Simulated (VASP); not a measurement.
# CaC8 in VASP: notebook

CaC8 is run at these levels: PBE+D3(BJ); tasks: single point.

Everything below comes from runs of VASP 6.6.1. Logs are shortened: lines on timing, memory, paths and dates and some standing lists are left out, and cuts for length are marked.

**1. The cell of the first run**

The typed cell holds 9 atoms: a = 4.378 Å, b = 4.997 Å, c = 4.997 Å, α = 120.00°, β = 90.02°, γ = 90.07°.

**2. Single point, PBE+D3(BJ)**

Input file INCAR:

```
PREC = Accurate
ENCUT = 520
EDIFF = 1E-6
ISMEAR = 0
SIGMA = 0.2
LREAL = False
LASPH = True
NELM = 60
ALGO = Fast
ISIF = 2
LWAVE = False
LCHARG = False
GGA = PE
IVDW = 12
NBANDS = 31
```

Input file KPOINTS:

```
regular mesh
0
Gamma
  6 6 6
```

Input file POSCAR:

```
CaC8
1.0
   -0.0025754636     -0.0023564394      4.3780712459
    4.9965306706     -0.0000064944     -0.0031240252
   -2.4982842189      4.3271353403     -0.0008974476
Ca C
1 8
Direct
    0.4999927359      0.9999938012      0.9999996201
    0.0001464697      0.3355827768      0.1677923460
    0.9999830312      0.3333351120      0.6666641401
   -0.0000466025      0.8322060932      0.1677902180
   -0.0000982375      0.8322105836      0.6644189947
    0.0001004333      0.1677907456      0.3355803834
    1.0000452390      0.1677950975      0.8322105413
    0.0000242806      0.6666666553      0.3333354676
    0.9998526503      0.6644191348      0.8322082887
```

Potentials or basis: VASP PAW PBE potentials, release 64 (Ca_sv, C).

Started as:

```bash
$ cat potpaw_PBE.64/Ca_sv/POTCAR potpaw_PBE.64/C/POTCAR > POTCAR
$ mpirun -np 1 vasp_std > vasp.out
```

OUTCAR:

```text
PREC = Accurate
   ENCUT = 520
   EDIFF = 1E-6
   ISMEAR = 0
   LREAL = False
   LASPH = True
   NELM = 60
   ISIF = 2
   GGA = PE
   IVDW = 12
 IVDW          = 12

 ion  position               nearest neighbor table
   1  0.500  1.000  1.000-
   2  0.000  0.336  0.168-   8 1.43   6 1.45   7 1.45
   3  1.000  0.333  0.667-   9 1.43   6 1.43   7 1.43
   4  1.000  0.832  0.168-   8 1.43   9 1.45   6 1.45
   5  1.000  0.832  0.664-   8 1.43   9 1.45   7 1.45
   6  0.000  0.168  0.336-   3 1.43   2 1.45   4 1.45
   7  0.000  0.168  0.832-   3 1.43   2 1.45   5 1.45
   8  0.000  0.667  0.333-   2 1.43   5 1.43   4 1.43
   9  1.000  0.664  0.832-   3 1.43   5 1.45   4 1.45

  LATTYP: Found a triclinic cell.
 ALAT       =     4.9965283502
 B/A-ratio  =     1.0000045972
 C/A-ratio  =     0.8762229153
 COS(alpha) =     0.0003516063
 COS(beta)  =     0.0015651107
 COS(gamma) =     0.5000016388

  Lattice vectors:

 A1 = (  -2.4982464517,  -4.3271288459,   0.0040214728)
 A2 = (   2.4982842189,  -4.3271353403,   0.0008974476)
 A3 = (  -0.0025754636,  -0.0023564394,   4.3780712459)

Analysis of symmetry for initial positions (statically):
=====================================================================
 Subroutine PRICEL returns:
 Original cell was already a primitive cell.

 Routine SETGRP: Setting up the symmetry group for a
 triclinic supercell.

 Subroutine GETGRP returns: Found  1 space group operations
 (whereof  1 operations were pure point group operations)
 out of a pool of  2 trial point group operations.

The static configuration has the point symmetry C_1 .

Analysis of symmetry for dynamics (positions and initial velocities):
=====================================================================
 Subroutine PRICEL returns:
 Original cell was already a primitive cell.

 Routine SETGRP: Setting up the symmetry group for a
 triclinic supercell.

 Subroutine GETGRP returns: Found  1 space group operations
 (whereof  1 operations were pure point group operations)
 out of a pool of  2 trial point group operations.

The dynamic configuration has the point symmetry C_1 .

 Subroutine INISYM returns: Found  1 space group operations
 (whereof  1 operations are pure point group operations),
 and found     1 'primitive' translations

----------------------------------------------------------------------------------------

                                     Primitive cell

  volume of cell :      94.6567

  direct lattice vectors                    reciprocal lattice vectors
    -0.002575464 -0.002356439  4.378071246     0.000142812  0.000129825  0.228411238
     4.996530671 -0.000006494 -0.003124025     0.200139132  0.115550949  0.000179929
    -2.498284219  4.327135340 -0.000897448     0.000000378  0.231100018  0.000124387

  length of vectors
     4.378072638  4.996531647  4.996551320     0.228411320  0.231101118  0.231100052

  position of ions in fractional coordinates (direct lattice)
     0.499992736  0.999993801  0.999999620
     0.000146470  0.335582777  0.167792346
     0.999983031  0.333335112  0.666664140
     0.999953398  0.832206093  0.167790218
     0.999901763  0.832210584  0.664418995
     0.000100433  0.167790746  0.335580383
     0.000045239  0.167795097  0.832210541
     0.000024281  0.666666655  0.333335468
     0.999852650  0.664419135  0.832208289

  ion indices of the primitive-cell ions
   primitive index   ion index
                 1           1
                 2           2
                 3           3
                 4           4
                 5           5
                 6           6
                 7           7
                 8           8
                 9           9

----------------------------------------------------------------------------------------

 KPOINTS: regular mesh

Automatic generation of k-mesh.
 Grid dimensions read from file:
 generate k-points for:    6    6    6

 Generating k-lattice:

  Cartesian coordinates                     Fractional coordinates (reciprocal lattice)
     0.000023802  0.000021638  0.038068540     0.166666667  0.000000000  0.000000000
     0.033356522  0.019258492  0.000029988     0.000000000  0.166666667 -0.000000000
     0.000000063  0.038516670  0.000020731     0.000000000  0.000000000  0.166666667

  Length of vectors
     0.038068553  0.038516853  0.038516675

  Shift w.r.t. Gamma in fractional coordinates (k-lattice)
     0.000000000  0.000000000  0.000000000

 Subroutine IBZKPT returns following result:
 ===========================================

 Found    112 irreducible k-points:

 Following reciprocal coordinates:
            Coordinates               Weight
  0.000000  0.000000  0.000000      1.000000
  0.166667 -0.000000  0.000000      2.000000
  0.333333 -0.000000  0.000000      2.000000
  0.500000 -0.000000  0.000000      1.000000
  0.000000  0.166667  0.000000      2.000000
  0.166667  0.166667 -0.000000      2.000000
[... 16 lines left out ...]
  0.333333 -0.000000  0.166667      2.000000
  0.500000 -0.000000  0.166667      2.000000
 [... further k-points ...]
   k-points           NKPTS =    112   k-points in BZ     NKDIM =    112   number of bands    NBANDS=     31
   number of dos      NEDOS =    301   number of ions     NIONS =      9
   total plane-waves  NPLWV =  57600
   dimension x,y,z NGX =    36 NGY =   40 NGZ =   40
   dimension x,y,z NGXF=    72 NGYF=   80 NGZF=   80
   ions per type =               1   8
   NGX,Y,Z   is equivalent  to a cutoff of  13.67, 13.31, 13.31 a.u.
   NGXF,Y,Z  is equivalent  to a cutoff of  27.34, 26.62, 26.62 a.u.
 SYSTEM =  unknown system
   PREC   = accura    normal or accurate (medium, high low for compatibility)
   ISTART =      0    job   : 0-new  1-cont  2-samecut
   ICHARG =      2    charge: 1-file 2-atom 10-const
   ISPIN  =      1    spin polarized calculation?
   LNONCOLLINEAR =      F non collinear calculations
   LSORBIT =      F    spin-orbit coupling
   LASPH  =      T    aspherical Exc in radial PAW
   ENCUT  =  520.0 eV  38.22 Ry    6.18 a.u.   8.14  9.29  9.29*2*pi/ulx,y,z
   NELM   =     60;   NELMIN=  2; NELMDL= -5     # of ELM steps
   EDIFF  = 0.1E-05   stopping-criterion for ELM
   LREAL  =      F    real-space projection
   EDIFFG = 0.1E-04   stopping-criterion for IOM
   NSW    =      0    number of steps for IOM
   IBRION =     -1    ionic relax: 0-MD 1-quasi-New 2-CG
   NFREE  =      0    steps in history (QN), initial steepest desc. (CG)
   ISIF   =      2    stress and relaxation
   ISYM   =      2    0-nonsym 1-usesym 2-fastsym
   POTIM  = 0.5000    time-step for ionic-motion
   TEBEG  =    0.0;   TEEND  =   0.0 temperature during run
   PSTRESS=    0.0 pullay stress
   NELECT =      42.0000    total number of electrons
   NUPDOWN=      -1.0000    fix difference up-down
   EMIN   =  10.00;   EMAX   =-10.00  energy-range for DOS
   EFERMI =   0.00;   METHOD = LEGACY
   ISMEAR =     0;   SIGMA  =   0.20  broadening in eV -4-tet -1-fermi 0-gaus
   EFERMI_NEDOS =   21; number of points for ismear=-14 and -15
   IALGO  =     68    algorithm
   IMIX   =      4    mixing-type and parameters
     AMIX     =   0.40;   BMIX     =  1.00
     AMIX_MAG =   1.60;   BMIX_MAG =  1.00
  volume/ion in A,a.u.               =      10.52        70.97
  Fermi-wavevector in a.u.,A,eV,Ry     =   1.248650  2.359607 21.213221  1.559128
  Thomas-Fermi vector in A             =   2.382727
   LORBIT       =      0    0 simple, 1 ext, 2 COOP (PROOUT), +10 PAW based schemes
   GGA     = PE    functional components
   LHFCALC =     F    Hartree Fock is set to
   AEXX    =    0.0000 exact exchange contribution
   IVDW    =    12    specifies the selected vdW correction
   LEPSILON=     F    determine dielectric tensor
   LRPA    =     F    only Hartree local field effects (RPA)
 non-spin polarized calculation
 RMM-DIIS sequential band-by-band and
 Gauss-broadening in eV      SIGMA  =   0.20
  energy-cutoff  :      520.00
  volume of cell :       94.66
 maximum number of plane-waves:      2569
 NGX is ok and might be reduce to    36
   NGX = 17   NGY = 19   NGZ = 19

 number of electron      42.0000000 magnetization

 Free energy of the ion-electron system (eV)
  ---------------------------------------------------
  ext. energy  EPLUGINS =         0.00000000
  ---------------------------------------------------
  free energy    TOTEN  =       -75.91380600 eV

  energy without entropy =      -75.88320475  energy(sigma->0) =      -75.89850538

 E-fermi :   5.9945     XC(G=0):  -9.9089

 val. band max:        5.9871645401   @ k =   0.5000   0.5000   0.5000
 cond. band min:       6.0193099013   @ k =   0.5000  -0.1667   0.1667
 fundamental gap:      0.0321453612
 Fermi energy:         5.9944990368

 k-point     1 :       0.0000    0.0000    0.0000
  band No.  band energies     occupation
      1     -35.8168      2.00000
      2     -16.9989      2.00000
      3     -16.9278      2.00000
      4     -16.9278      2.00000
      5     -14.6101      2.00000
      6      -9.4404      2.00000
[... 23 lines left out ...]
     30      12.7184      0.00000
     31      12.7272      0.00000

 k-point     2 :       0.1667   -0.0000    0.0000
  band No.  band energies     occupation
      1     -35.8159      2.00000
      2     -17.1006      2.00000
      3     -16.9211      2.00000
      4     -16.9211      2.00000
      5     -14.4803      2.00000
      6      -9.4752      2.00000
[... 23 lines left out ...]
     30      11.6422      0.00000
     31      12.4005      0.00000

 k-point     3 :       0.3333   -0.0000    0.0000
  band No.  band energies     occupation
      1     -35.8142      2.00000
      2     -17.2788      2.00000
      3     -16.9077      2.00000
      4     -16.9077      2.00000
      5     -14.2458      2.00000
      6      -9.5439      2.00000
[... 703 lines left out ...]
     30      11.7748      0.00000
     31      12.3152      0.00000

 k-point    24 :       0.5000   -0.0000    0.1667
  band No.  band energies     occupation
      1     -35.8133      2.00000
      2     -17.3422      2.00000
      3     -16.9030      2.00000
      4     -16.9014      2.00000
      5     -14.0139      2.00000
      6     -10.6218      2.00000
[... 23 lines left out ...]
     30      12.2349      0.00000
     31      12.2799      0.00000

 [... further k-points ...]

------------------------ aborting loop because EDIFF is reached ----------------------------------------

 Edisp (eV)   -1.35438

 E8    (eV) :    -0.4730

  FORCE on cell =-STRESS in cart. coord.  units (eV):
  Direction    XX          YY          ZZ          XY          YZ          ZX
  --------------------------------------------------------------------------------------
  -------------------------------------------------------------------------------------
  Total       0.19196     0.19134     0.10447     0.00096     0.01042     0.01136
  in kB       3.24914     3.23861     1.76827     0.01627     0.17643     0.19226
  external pressure =        2.75 kB  Pullay stress =        0.00 kB

 VOLUME and BASIS-vectors are now :
 -----------------------------------------------------------------------------
  energy-cutoff  :      520.00
  volume of cell :       94.66
      direct lattice vectors                 reciprocal lattice vectors
    -0.002575464 -0.002356439  4.378071246     0.000142812  0.000129825  0.228411238
     4.996530671 -0.000006494 -0.003124025     0.200139132  0.115550949  0.000179929
    -2.498284219  4.327135340 -0.000897448     0.000000378  0.231100018  0.000124387

 POSITION                                       TOTAL-FORCE (eV/Angst)
 -----------------------------------------------------------------------------------
      2.49693      4.32595      2.18498         0.000086      0.000010      0.000311
      1.25756      0.72606     -0.00056         0.007719      0.004130      0.000144
     -0.00257      2.88239      4.37636        -0.000481      0.000331      0.000898
      3.73638      0.72369      4.37512        -0.007268      0.004582      0.000459
      2.49568      2.87267      4.37445         0.000263     -0.008731      0.000388
     -0.00000      1.45210     -0.00039        -0.000274      0.008956     -0.000528
     -1.24071      3.60109     -0.00107         0.007488     -0.004752     -0.000465
      2.49825      1.44238     -0.00228         0.000279     -0.000173     -0.001031
      1.23812      3.59872      4.37460        -0.007812     -0.004352     -0.000177
 -----------------------------------------------------------------------------------
    total drift:                               -0.000000      0.000005     -0.000004

  FREE ENERGIE OF THE ION-ELECTRON SYSTEM (eV)
  ---------------------------------------------------
  free  energy   TOTEN  =       -77.2681859309 eV

  energy  without entropy=      -77.2375846796  energy(sigma->0) =      -77.25288531
```

It took 16 min on 1 thread of Oxide Virtual Turin-like, shared host; peak memory 0.39 GiB.

What came out:

* Free energy: -77.2682 eV
* Pressure: 0.3 GPa
* Largest force: 0.009 eV/Å
* Band gap on the k mesh: zero (bands 21 and 22 overlap by 1.69 eV)
* Dispersion energy per atom: -0.150 eV

Forces on the atoms (eV/Å):
```
Ca   0.000  0.000  0.000
C    0.008  0.004  0.000
C    0.000  0.000  0.001
C   -0.007  0.005  0.000
C    0.000 -0.009  0.000
C    0.000  0.009 -0.001
C    0.007 -0.005  0.000
C    0.000  0.000 -0.001
C   -0.008 -0.004  0.000
```

**3. Single point, PBE+D3(BJ)**

Input file INCAR:

```
SYSTEM = CaC8
ALGO = Fast
EDIFF = 1E-6
ENCUT = 520
GGA = PE
ISIF = 2
ISMEAR = 0
IVDW = 12
LASPH = .True.
LCHARG = .False.
LREAL = .False.
LWAVE = .False.
NBANDS = 31
NELM = 80
PREC = Accurate
SIGMA = 0.1
```

Input file KPOINTS:

```
k-points
0
Gamma
  12 12 10
  0 0 0
```

Input file POSCAR:

```
CaC8
1.0
    4.9987713876      0.0000000000      0.0000000000
   -2.4993856938      4.3290630094      0.0000000000
    0.0000000000      0.0000000000      4.3660994909
Ca C
1 8
Direct
    0.0000000000      0.0000000000      0.5000000000
    0.3355178906      0.1677589453      0.0000000000
    0.3333333333      0.6666666667      0.0000000000
    0.8322410547      0.1677589453      0.0000000000
    0.8322410547      0.6644821094      0.0000000000
    0.1677589453      0.3355178906      0.0000000000
    0.1677589453      0.8322410547      0.0000000000
    0.6666666667      0.3333333333      0.0000000000
    0.6644821094      0.8322410547      0.0000000000
```

Potentials or basis: VASP PAW PBE potentials, release 64 (Ca_sv, C).

Started as:

```bash
$ cat potpaw_PBE.64/Ca_sv/POTCAR potpaw_PBE.64/C/POTCAR > POTCAR
$ mpirun -np 1 vasp_std > vasp.out
```

It took 14 min on 1 thread of Oxide Virtual Turin-like, shared host; peak memory 0.38 GiB.

It converged, with:

```yaml
Free_energy: -77.2379 eV
Pressure: 0.3 GPa
Largest_force: 0.012 eV/Å
Band_gap_on_the_k_mesh: zero (bands 21 and 22 overlap by 1.74 eV)
Dispersion_energy_per_atom: -0.151 eV
```

Forces in eV/Å, atoms in the order of the input:
```
Ca   0.000  0.000  0.000
C    0.010  0.006  0.000
C    0.000  0.000  0.000
C   -0.010  0.006  0.000
C    0.000 -0.012  0.000
C    0.000  0.012  0.000
C    0.010 -0.006  0.000
C    0.000  0.000  0.000
C   -0.010 -0.006  0.000
```

Stress tensor (GPa, compression positive):
```
0.35 0.00 0.00
0.00 0.35 0.00
0.00 0.00 0.17
```

Levels at points of the mesh, in eV from the Fermi level:
```csv
k point,band 17,band 18,band 19,band 20,band 21,band 22,band 23,band 24,band 25,band 26
"(0.00, 0.00, 0.00)",-4.63,-4.18,-4.18,-3.45,-0.24,0.10,0.10,0.66,2.49,2.49
"(0.50, 0.00, 0.00)",-6.13,-6.13,-4.91,-3.88,0.50,1.10,1.25,2.09,3.04,3.22
"(0.00, 0.00, 0.50)",-4.17,-4.05,-4.05,-3.79,-1.14,-1.14,-0.78,2.35,3.62,3.62
"(0.50, 0.00, 0.50)",-6.16,-6.12,-4.53,-4.46,0.03,1.16,2.38,2.76,3.36,3.65
```

(Continued in part 2 of 2.)

The gap in the log of VASP goes by the Fermi energy; the results here count the filled bands.